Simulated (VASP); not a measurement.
# CdSe (rocksalt type) (Fm-3m) in VASP: notebook

The runs below take CdSe (rocksalt type) through single point, with PBE.

Everything below comes from runs of VASP 6.6.1. Logs are shortened: lines on timing, memory, paths and dates and some standing lists are left out, and cuts for length are marked.

**1. The cell of the first run**

Symmetry: Fm-3m, No. 225, cubic system. Conventional cell: a = 5.282 Å, b = 5.282 Å, c = 5.282 Å, α = 90.00°, β = 90.00°, γ = 90.00°. Within 3.5 Å of Cd (site symmetry m-3m) lie 6 Se at 2.64 Å. Within 3.5 Å of Se (site symmetry m-3m) lie 6 Cd at 2.64 Å.

**2. Single point, PBE**

File INCAR:

```
PREC     = Accurate       # precision mode
ENCUT    = 520            # plane-wave cutoff, eV
EDIFF    = 1E-6           # SCF threshold, eV
ISMEAR   = -1             # smearing method
SIGMA    = 0.05           # smearing width, eV
LREAL    = False          # projectors in reciprocal space
LASPH    = True           # aspherical terms in the spheres
NELM     = 60             # most SCF steps
ALGO     = Normal         # electronic algorithm
ISIF     = 2              # what is computed and relaxed
LWAVE    = False          # write WAVECAR
LCHARG   = False          # write CHGCAR
GGA      = PE             # functional
NBANDS   = 16             # bands
```

File KPOINTS:

```
Automatic mesh
0
Gamma
  13 13 13
```

File POSCAR:

```
CdSe
1.0
    0.0000000000      2.6410961171      2.6410961171
    2.6410961171      0.0000000000      2.6410961171
    2.6410961171      2.6410961171      0.0000000000
Cd Se
1 1
Direct
    0.0000000000      0.0000000000      0.0000000000
    0.5000000000      0.5000000000      0.5000000000
```

Potentials or basis: VASP PAW PBE potentials, release 64 (Cd, Se).

Launch:

```console
$ cat potpaw_PBE.64/Cd/POTCAR potpaw_PBE.64/Se/POTCAR > POTCAR
$ mpirun -np 1 vasp_std > vasp.out
```

OUTCAR:

```text
PREC = Accurate
   ENCUT = 520
   EDIFF = 1E-6
   ISMEAR = -1
   LREAL = False
   LASPH = True
   NELM = 60
   ISIF = 2
   GGA = PE

 ion  position               nearest neighbor table
   1  0.000  0.000  0.000-   2 2.64   2 2.64   2 2.64   2 2.64   2 2.64   2 2.64
   2  0.500  0.500  0.500-   1 2.64   1 2.64   1 2.64   1 2.64   1 2.64   1 2.64

  LATTYP: Found a face centered cubic cell.
 ALAT       =     5.2821922342

  Lattice vectors:

 A1 = (   0.0000000000,   2.6410961171,   2.6410961171)
 A2 = (   2.6410961171,   0.0000000000,   2.6410961171)
 A3 = (   2.6410961171,   2.6410961171,   0.0000000000)

Analysis of symmetry for initial positions (statically):
=====================================================================
 Subroutine PRICEL returns:
 Original cell was already a primitive cell.

 Routine SETGRP: Setting up the symmetry group for a
 face centered cubic supercell.

 Subroutine GETGRP returns: Found 48 space group operations
 (whereof 48 operations were pure point group operations)
 out of a pool of 48 trial point group operations.

The static configuration has the point symmetry O_h .

Analysis of symmetry for dynamics (positions and initial velocities):
=====================================================================
 Subroutine PRICEL returns:
 Original cell was already a primitive cell.

 Routine SETGRP: Setting up the symmetry group for a
 face centered cubic supercell.

 Subroutine GETGRP returns: Found 48 space group operations
 (whereof 48 operations were pure point group operations)
 out of a pool of 48 trial point group operations.

The dynamic configuration has the point symmetry O_h .

 Subroutine INISYM returns: Found 48 space group operations
 (whereof 48 operations are pure point group operations),
 and found     1 'primitive' translations

----------------------------------------------------------------------------------------

                                     Primitive cell

  volume of cell :      36.8453

  direct lattice vectors                    reciprocal lattice vectors
     0.000000000  2.641096117  2.641096117    -0.189315336  0.189315336  0.189315336
     2.641096117  0.000000000  2.641096117     0.189315336 -0.189315336  0.189315336
     2.641096117  2.641096117  0.000000000     0.189315336  0.189315336 -0.189315336

  length of vectors
     3.735073948  3.735073948  3.735073948     0.327903781  0.327903781  0.327903781

  position of ions in fractional coordinates (direct lattice)
[... 72 lines left out ...]
   ICHARG =      2    charge: 1-file 2-atom 10-const
   ISPIN  =      1    spin polarized calculation?
   LNONCOLLINEAR =      F non collinear calculations
   LSORBIT =      F    spin-orbit coupling
   LASPH  =      T    aspherical Exc in radial PAW
   ENCUT  =  520.0 eV  38.22 Ry    6.18 a.u.   6.94  6.94  6.94*2*pi/ulx,y,z
   NELM   =     60;   NELMIN=  2; NELMDL= -5     # of ELM steps
   EDIFF  = 0.1E-05   stopping-criterion for ELM
   LREAL  =      F    real-space projection
   EDIFFG = 0.1E-04   stopping-criterion for IOM
   NSW    =      0    number of steps for IOM
   IBRION =     -1    ionic relax: 0-MD 1-quasi-New 2-CG
   NFREE  =      0    steps in history (QN), initial steepest desc. (CG)
   ISIF   =      2    stress and relaxation
   ISYM   =      2    0-nonsym 1-usesym 2-fastsym
   POTIM  = 0.5000    time-step for ionic-motion
   TEBEG  =    0.0;   TEEND  =   0.0 temperature during run
   PSTRESS=    0.0 pullay stress
   NELECT =      18.0000    total number of electrons
   NUPDOWN=      -1.0000    fix difference up-down
   EMIN   =  10.00;   EMAX   =-10.00  energy-range for DOS
   EFERMI =   0.00;   METHOD = LEGACY
   ISMEAR =    -1;   SIGMA  =   0.05  broadening in eV -4-tet -1-fermi 0-gaus
   EFERMI_NEDOS =   21; number of points for ismear=-14 and -15
   IALGO  =     38    algorithm
   IMIX   =      4    mixing-type and parameters
     AMIX     =   0.40;   BMIX     =  1.00
     AMIX_MAG =   1.60;   BMIX_MAG =  1.00
  volume/ion in A,a.u.               =      18.42       124.32
  Fermi-wavevector in a.u.,A,eV,Ry     =   1.289352  2.436522 22.618710  1.662428
  Thomas-Fermi vector in A             =   2.421250
   LORBIT       =      0    0 simple, 1 ext, 2 COOP (PROOUT), +10 PAW based schemes
   GGA     = PE    functional components
   LHFCALC =     F    Hartree Fock is set to
   AEXX    =    0.0000 exact exchange contribution
   IVDW    =     0    specifies the selected vdW correction
   LEPSILON=     F    determine dielectric tensor
   LRPA    =     F    only Hartree local field effects (RPA)
 non-spin polarized calculation
  energy-cutoff  :      520.00
  volume of cell :       36.85
 maximum number of plane-waves:      1010
   NGX = 13   NGY = 13   NGZ = 13

 number of electron      17.9999994 magnetization

 Free energy of the ion-electron system (eV)
  ---------------------------------------------------
  ext. energy  EPLUGINS =         0.00000000
  ---------------------------------------------------
  free energy    TOTEN  =        -4.47691673 eV

  energy without entropy =       -4.47314008  energy(sigma->0) =       -4.47502841

 E-fermi :   4.9398     XC(G=0): -11.2658

 val. band max:        4.8973368198   @ k =  -0.2308   0.1538   0.0000
 cond. band min:       4.9868376840   @ k =   0.4615   0.3846   0.0000
 fundamental gap:      0.0895008641
 Fermi energy:         4.9397606973

 k-point     1 :       0.0000    0.0000    0.0000
  band No.  band energies     occupation
      1      -9.9390      2.00000
      2      -3.8020      2.00000
      3      -3.8020      2.00000
      4      -3.7824      2.00000
      5      -3.7824      2.00000
      6      -3.7824      2.00000
[... 433 lines left out ...]
      3      -4.1122      2.00000
      4      -4.0389      2.00000
      5      -3.5131      2.00000
      6      -3.4853      2.00000
[... 8 lines left out ...]
     15      18.7566      0.00000
     16      18.9311      0.00000

 [... further k-points ...]
[... 5 lines left out ...]
  --------------------------------------------------------------------------------------
  -------------------------------------------------------------------------------------
  Total        6.4641340      6.4641340      6.4641340      0.0000000      0.0000000     -0.0000000
  in kB      281.0854173    281.0854173    281.0854173      0.0000000      0.0000000     -0.0000000
  external PRESSURE =     281.0854173 kB  Pullay stress =       0.0000000 kB

 VOLUME and BASIS-vectors are now :
 -----------------------------------------------------------------------------
  energy-cutoff  :      520.00
  volume of cell :       36.85
      direct lattice vectors                 reciprocal lattice vectors
     0.000000000  2.641096117  2.641096117    -0.189315336  0.189315336  0.189315336
     2.641096117  0.000000000  2.641096117     0.189315336 -0.189315336  0.189315336
     2.641096117  2.641096117  0.000000000     0.189315336  0.189315336 -0.189315336

 POSITION                                       TOTAL-FORCE (eV/Angst)
 -----------------------------------------------------------------------------------
      0.00000      0.00000      0.00000        -0.000000     -0.000000      0.000000
      2.64110      2.64110      2.64110         0.000000      0.000000     -0.000000
 -----------------------------------------------------------------------------------
    total drift:                               -0.000000      0.000000      0.000000

  FREE ENERGIE OF THE ION-ELECTRON SYSTEM (eV)
  ---------------------------------------------------
  free  energy   TOTEN  =        -4.4769167267 eV

  energy  without entropy=       -4.4731400843  energy(sigma->0) =       -4.47502841
```

OSZICAR:

```text
N       E                     dE             d eps       ncg     rms          rms(c)
DAV:   1     0.108318569490E+03    0.10832E+03   -0.95677E+03  2832   0.108E+03
DAV:   2    -0.156886541503E+01   -0.10989E+03   -0.10342E+03  3272   0.259E+02
DAV:   3    -0.486670795964E+01   -0.32978E+01   -0.32923E+01  3240   0.470E+01
DAV:   4    -0.487497571365E+01   -0.82678E-02   -0.82675E-02  3336   0.232E+00
DAV:   5    -0.487500337619E+01   -0.27663E-04   -0.27663E-04  3320   0.122E-01    0.991E+00
DAV:   6    -0.450839349145E+01    0.36661E+00   -0.49912E-01  3640   0.107E+01    0.755E+00
DAV:   7    -0.447739520073E+01    0.30998E-01   -0.17418E-01  3304   0.315E+00    0.286E+00
DAV:   8    -0.447711149201E+01    0.28371E-03   -0.22286E-02  2960   0.200E+00    0.327E-01
DAV:   9    -0.447691693329E+01    0.19456E-03   -0.20178E-03  3368   0.678E-01    0.567E-02
DAV:  10    -0.447690785102E+01    0.90823E-05   -0.17481E-04  3320   0.201E-01    0.262E-02
DAV:  11    -0.447691701966E+01   -0.91686E-05   -0.21513E-05  3032   0.424E-02    0.572E-03
DAV:  12    -0.447691672673E+01    0.29293E-06   -0.18669E-06  3088   0.213E-02
   1 F= -.44769167E+01 E0= -.44750284E+01  d E =-.377664E-02
```

stdout:

```text
POSCAR found type information on POSCAR CdSe
 POSCAR found :  2 types and       2 ions
 scaLAPACK will be used
 LDA part: xc-table for (Slater+PW92), standard interpolation
 POSCAR, INCAR and KPOINTS ok, starting setup
 FFT: planning ... GRIDC
 FFT: planning ... GRID_SOFT
 FFT: planning ... GRID
 WAVECAR not read
 entering main loop
```

Run time: 23 s. Hardware: 1 thread of AMD EPYC 9R45 (Zen 5), shared host; peak memory 0.16 GiB.

What came out:

```yaml
Free_energy: -4.4769 eV
Pressure: 28.1 GPa
Band_gap_on_the_k_mesh: zero (band 9 reaches 4.90 eV, above the bottom of band 10 at 4.40 eV)
```

Levels at points of the mesh, in eV from the Fermi level:
```
           k point  band 6  band 7  band 8  band 9  band 10  band 11  band 12  band 13
(0.00, 0.00, 0.00)   -8.72   -1.16   -1.16   -1.16     1.23     8.74     8.74     8.74
```

**3. Single point, PBE**

This run uses another cell than the first one, of 23.62 Å³/atom, 1.282 times its volume.

File INCAR:

```
ALGO     = Normal         # electronic algorithm
EDIFF    = 1E-7           # SCF threshold, eV
ENCUT    = 520            # plane-wave cutoff, eV
GGA      = PE             # functional
ISIF     = 2              # what is computed and relaxed
ISMEAR   = -1             # smearing method
LASPH    = True           # aspherical terms in the spheres
LCHARG   = False          # write CHGCAR
LREAL    = False          # projectors in reciprocal space
LWAVE    = False          # write WAVECAR
NBANDS   = 16             # bands
NELM     = 80             # most SCF steps
PREC     = Accurate       # precision mode
SIGMA    = 0.05           # smearing width, eV
```

File KPOINTS:

```
k-points
0
Gamma
  13 13 13
```

File POSCAR:

```
CdSe
1.0
    0.0000000000      2.8691461591      2.8691461591
    2.8691461591      0.0000000000      2.8691461591
    2.8691461591      2.8691461591      0.0000000000
Cd Se
1 1
Direct
    0.0000000000      0.0000000000      0.0000000000
    0.5000000000      0.5000000000      0.5000000000
```

Potentials or basis: VASP PAW PBE potentials, release 64 (Cd, Se).

Launch:

```console
$ cat potpaw_PBE.64/Cd/POTCAR potpaw_PBE.64/Se/POTCAR > POTCAR
$ mpirun -np 1 vasp_std > vasp.out
```

Run time: 32 s. Hardware: 1 thread of AMD EPYC 9R45 (Zen 5), shared host; peak memory 0.18 GiB.

It converged, with:

* Free energy: -5.2055 eV
* Pressure: 0.3 GPa
* Band gap on the k mesh: zero (band 9 reaches 2.30 eV, above the bottom of band 10 at 1.94 eV)

Levels at points of the mesh, in eV from the Fermi level:
```tsv
k point	band 6	band 7	band 8	band 9	band 10	band 11	band 12	band 13
(0.00, 0.00, 0.00)	-7.96	-0.66	-0.66	-0.66	0.05	8.60	8.60	8.60
```
